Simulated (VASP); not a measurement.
Crystal: Al2Cu (Khatyrkite).

```
Cu Al
1.0
    -2.99250    2.99250    2.40554
     2.99250   -2.99250    2.40554
     2.99250    2.99250   -2.40554
Cu Al
2 4
Direct
  0.25000 0.25000 0.00000
  0.75000 0.75000 0.00000
  0.34190 0.15810 0.50000
  0.84190 0.34190 0.18380
  0.65810 0.84190 0.50000
  0.15810 0.65810 0.81620
```

This cell differs from its parent crystal: volume scaled by 0.96.

Base run:

* Program: VASP 6.6.1
* Functional: PBEsol
* Potentials or basis: VASP PAW PBE potentials, release 64 (Cu, Al)
* Cutoff: 520 eV
* k mesh: 7 × 7 × 7
* Occupations: fermi-dirac, width 0.05 eV
* Spin: no spin polarisation

Its results: band gap on the k mesh zero (band 17 reaches 10.38 eV, above the bottom of band 18 at 6.64 eV); pressure 1.0 GPa; largest force 0.046 eV/Å.

**Question.** The run is repeated on the same cell with these changes: functional from PBEsol to PBE. What comes out?

**Answer.** Band gap on the k mesh zero (band 17 reaches 10.48 eV, above the bottom of band 18 at 6.73 eV); pressure 4.4 GPa; largest force 0.025 eV/Å.

PBE binds less tightly than PBEsol, so the same cell stands under more pressure.

Caveats: the PAW data sets were made with another functional, which shifts forces and pressure a little (some runs).
